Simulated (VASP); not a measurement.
LaOF:

```
CELL_PARAMETERS angstrom
4.09100 0.00000 0.00000
0.00000 4.09100 0.00000
0.00000 0.00000 5.85200
ATOMIC_POSITIONS crystal
La 0.00000 0.50000 0.77800
La 0.50000 0.00000 0.22200
O 0.00000 0.00000 0.50000
O 0.50000 0.50000 0.50000
F 0.00000 0.00000 0.00000
F 0.50000 0.50000 0.00000
```

| Quantity | Value |
| --- | --- |
| Program | VASP 6.6.1 |
| Task | relaxation of cell and atoms |
| Functional | r2SCAN |
| Potentials or basis | VASP PAW PBE potentials, release 64 (La, O, F) |
| Cutoff | 600 eV |
| k mesh | 5 × 5 × 3 |
| Occupations | gaussian, width 0.01 eV |
| Spin | no spin polarisation |

At the start: pressure -2.9 GPa; volume 16.32 Å³/atom.

How do energy, volume and symmetry change on relaxing?

Over 11 steps the energy falls by 543.8 meV/atom and the volume is 16.05 Å³/atom (-1.7 %); space group P4/nmm (No. 129, to 0.05 Å).

Step by step:
```csv
step,energy change (eV),largest force (eV/Å),pressure (GPa),volume (Å³)
1,0.0000,8.4557,-2.90,97.94
2,-2.9639,1.1622,4.39,93.55
3,-3.0886,0.6079,1.43,94.34
4,-3.0887,0.4341,1.70,94.26
5,-3.2287,0.2845,0.16,96.28
6,-3.2389,0.5881,-0.33,97.11
7,-3.2616,0.0141,-0.72,96.91
8,-3.2616,0.0120,-0.73,96.91
9,-3.2618,0.0526,0.65,95.81
10,-3.2629,0.0212,0.00,96.34
11,-3.2629,0.0026,-0.01,96.31
```

Final structure:
```yaml
crystal:
  lattice:
    - [4.06904, 0.00000, 0.00000]
    - [0.00000, 4.06904, 0.00000]
    - [0.00000, 0.00000, 5.81709]
  atoms:
    - { symbol: La, position: [0.00000, 0.50000, 0.71568] }
    - { symbol: La, position: [0.50000, 0.00000, 0.28432] }
    - { symbol: O, position: [0.00000, 0.00000, 0.50000] }
    - { symbol: O, position: [0.50000, 0.50000, 0.50000] }
    - { symbol: F, position: [0.00000, 0.00000, 0.00000] }
    - { symbol: F, position: [0.50000, 0.50000, 0.00000] }
```

Caveat: the PAW data sets were made with another functional, which shifts forces and pressure a little.
